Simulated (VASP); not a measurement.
Input of a VASP 6.6.1 run:

The input INCAR:

```
  PREC = Accurate
  ENCUT = 520
  EDIFF = 1E-7
  ISMEAR = 0
  SIGMA = 0.15
  LREAL = F
  LASPH = T
  NELM = 100
  ALGO = Normal
  ISIF = 2
  LWAVE = F
  LCHARG = F
  GGA = PE
  NBANDS = 16
```

The input KPOINTS:

```
Automatic mesh
0
Gamma
  12 12 12
```

The input POSCAR:

```
InSb
1.0
    0.0000000000      3.2391000000      3.2067090000
    3.2391000000      0.0000000000      3.2067090000
    3.2391000000      3.2391000000      0.0000000000
In Sb
1 1
Direct
    0.0000000000      0.0000000000      0.0000000000
    0.7500000000      0.7500000000      0.7500000000
```

Potentials or basis: VASP PAW PBE potentials, release 64 (In_d, Sb).

Run with:

```bash
$ cat potpaw_PBE.64/In_d/POTCAR potpaw_PBE.64/Sb/POTCAR > POTCAR
$ mpirun -np 1 vasp_std > vasp.out
```

Problem. Predict the pressure.

Solution. 3.6 GPa.

Problem. Predict the band gap on the k mesh.

Solution. 0.05 eV.

Stress tensor (GPa, compression positive):
```
3.56 0.00 0.00
0.00 3.56 0.00
0.00 0.00 3.81
```

Caveat: the cell differs from its parent crystal (strain -0.0100 x Voigt [0, 0, 1, 0, 0, 0]); the cell stands under pressure; the smearing spreads over this small gap; semilocal functionals underestimate gaps, and a narrow one can read as zero; spin-orbit coupling is left out, which moves the levels of the heavy elements.
